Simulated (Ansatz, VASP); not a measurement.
# P in VASP and in Ansatz

Contents of INCAR:

```
  ALGO = Normal
  EDIFF = 1E-7
  ENCUT = 520
  GGA = PE
  ISIF = 2
  ISMEAR = -1
  LASPH = T
  LCHARG = F
  LREAL = F
  LWAVE = F
  NBANDS = 12
  NELM = 60
  PREC = Accurate
  SIGMA = 0.05
```

Contents of KPOINTS:

```
k-points
0
Gamma
  10 10 10
```

POSCAR

```
P
1.0
    0.0000000000      2.6566464230      2.6566464230
    2.6566464230      0.0000000000      2.6566464230
    2.6566464230      2.6566464230      0.0000000000
P
2
Direct
   -0.1700000000     -0.1100000000     -0.1100000000
    0.1700000000      0.1100000000      0.1100000000
```

Input for Ansatz:

```yaml
crystal:
  lattice:
    - [0.0, 2.656646423, 2.656646423]
    - [2.656646423, 0.0, 2.656646423]
    - [2.656646423, 2.656646423, 0.0]
  atoms:
    - { symbol: P, position: [-0.17, -0.11, -0.11] }
    - { symbol: P, position: [0.17, 0.11, 0.11] }
kpoints:
  mp_grid: { grid: [10, 10, 10] }
scf:
  occupations: { method: fermi_dirac, width: 0.05 }
hamiltonian:
  xc: pbe
  pseudopotentials: { kind: all_electron, lapw: { basis_error: 0.001 } }
output:
  forces: true
  stress: true
  eigenvalues: true
  populations: true
```

Change from the starting cell: shortest bond scaled by 0.88, LAPW.

Alike in both runs: task single point; functional PBE; k mesh 10 × 10 × 10; occupations fermi-dirac, width 0.05 eV; no spin polarisation.

|  | VASP | Ansatz |
| --- | --- | --- |
| version | VASP 6.6.1 | Ansatz 0.2.0 |
| potentials or method | VASP PAW PBE potentials, release 64 (P), cutoff 520 eV | all-electron LAPW, scalar-relativistic |

```csv
,VASP,Ansatz,Ansatz less VASP
pressure (GPa),7.2,7.4,+0.24
"traceless stress, the component that is largest in VASP (GPa)",-4.43,-4.64,-0.201
rms of the force components (eV/Å),0.617,0.641,+0.0242
```

Atom by atom the forces differ by 0.024 eV/Å (rms over components). Ansatz ran all-electron here, and VASP with PAW potentials.
